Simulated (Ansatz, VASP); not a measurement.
## One calculation of Mn, two programs

INCAR

```
PREC = Accurate ; ENCUT = 520
EDIFF = 1E-6 ; ISMEAR = -1
SIGMA = 0.05 ; LREAL = F
LASPH = T ; NELM = 150
ALGO = Normal ; ISIF = 2
LWAVE = F ; LCHARG = F
ISPIN = 2 ; MAGMOM = 0.929 0.929 -0.848 -0.848
LORBIT = 11 ; LMAXMIX = 4
GGA = RP ; NBANDS = 38
```

KPOINTS

```
regular mesh
0
Gamma
  16 16 5
```

Contents of POSCAR:

```
Mn
1.0
    2.4743160316      0.0000000000      0.0000000000
   -1.2371580158      2.1428205404      0.0000000000
    0.0000000000      0.0000000000      8.0382959213
Mn
4
Direct
    1.0000000000      1.0000000000      0.0000000000
    1.0000000000      1.0000000000      0.5000000000
    0.3333333333      0.6666666667      0.2500000000
    0.6666666667      0.3333333333      0.7500000000
```

Input for Ansatz:

```yaml
crystal:
  lattice:
    - [2.4743160316, 0.0, 0.0]
    - [-1.2371580158, 2.1428205404, 0.0]
    - [0.0, 0.0, 8.0382959213]
  atoms:
    - { symbol: Mn, position: [1.0, 1.0, 0.0], spin: 0.929 }
    - { symbol: Mn, position: [1.0, 1.0, 0.5], spin: 0.929 }
    - { symbol: Mn, position: [0.3333333333, 0.6666666667, 0.25], spin: -0.848 }
    - { symbol: Mn, position: [0.6666666667, 0.3333333333, 0.75], spin: -0.848 }
hamiltonian:
  xc: rpbe
  pseudopotentials:
    kind: paw
    azcp:
      Mn: "pseudopotentials/Mn.paw.azcp"
basis:
  ecutwfc: 420
  fft_grid_basis: typed
kpoints:
  mp_grid: { grid: [16, 16, 5], shift: [0, 0, 0] }
magnetization:
  spin_polarized: true
scf:
  occupations: { method: fermi_dirac, width: 0.05 }
  lower_state_search: "off"
output:
  stress: true
  write_density: true
  write_potential: true
  elf: true
  volumetric_format: npy
```

Alike in both runs: task single point; functional RPBE; k mesh 16 × 16 × 5; occupations fermi-dirac, width 0.05 eV; collinear spin.

|  | VASP | Ansatz |
| --- | --- | --- |
| version | VASP 6.6.1 | Ansatz 0.2.0 |
| potentials or method | VASP PAW PBE potentials, release 64 (Mn_pv), cutoff 520 eV | plane waves (420 eV) with PAW, scalar-relativistic |
| valence electrons in the cell | 52 | 60 |

|  | VASP | Ansatz | Ansatz less VASP |
| --- | --- | --- | --- |
| pressure (GPa) | 9.2 | 8.8 | -0.39 |
| traceless stress, the component that is largest in VASP (GPa) | -0.95 | -0.98 | -0.036 |
| net moment per atom (μB) | 0.04 | 0.04 | +0.001 |
| size of the moment on the site where the two differ most (μB) | 0.57 | 0.50 | -0.072 |

VASP's potentials were made for PBE, not for RPBE. Site moments also hang on the region over which each program counts them. VASP's potentials hold 52 valence electrons a cell and Ansatz's 60, so a difference there can come from the potentials and not from the codes.
